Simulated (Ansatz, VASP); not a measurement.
# Al3Ga2As5 in VASP and in Ansatz

```xyz
10
Lattice="0.0002 -4.0813 -0.0002 4.0809 -0.0002 -0.0005 -2.0378 2.0386 14.1771" Properties=species:S:1:pos:R:3 pbc="T T T"
Al    0.0007    0.0003   -0.0001
Al    2.0405   -2.0410    2.8289
Al    0.0025   -0.0018   11.3475
Ga    0.0012   -0.0013    5.6661
Ga    2.0418   -2.0420    8.5101
As    0.0003   -2.0417    4.2369
As    2.0417   -0.0012    7.0882
As    0.0018   -2.0422    9.9399
As    2.0433   -0.0019   12.7621
As    2.0413   -0.0002    1.4145
```

Change from the starting cell: cell x1, atoms moved at random (sigma 0.1 Å) and cell strained at random (1.5 %), then relaxed without symmetry.

Alike in both runs: functional PBE; k mesh 4 × 4 × 4; occupations gaussian, width 0.1 eV; no spin polarisation.

Ansatz relaxed the structure, and its values are those at the end. VASP's run is a single point on that final structure, the one shown.

|  | VASP | Ansatz |
| --- | --- | --- |
| version | VASP 6.6.1 | Ansatz 0.2.0 |
| potentials or method | VASP PAW PBE potentials, release 64 (Al, Ga_d, As), cutoff 500 eV | scalar-relativistic, plane waves, PAW |
| valence electrons in the cell | 60 | 110 |

|  | VASP | Ansatz | Ansatz less VASP |
| --- | --- | --- | --- |
| gap on the k mesh at the Fermi level (eV) | 1.00 | 0.99 | -0.003 |
| least direct gap on the mesh (eV) | 1.00 | 0.99 | -0.003 |
| pressure (GPa) | 0.2 | 0.0 | -0.15 |

VASP's potentials hold 60 valence electrons a cell and Ansatz's 110, so a difference there can come from the potentials and not from the codes.
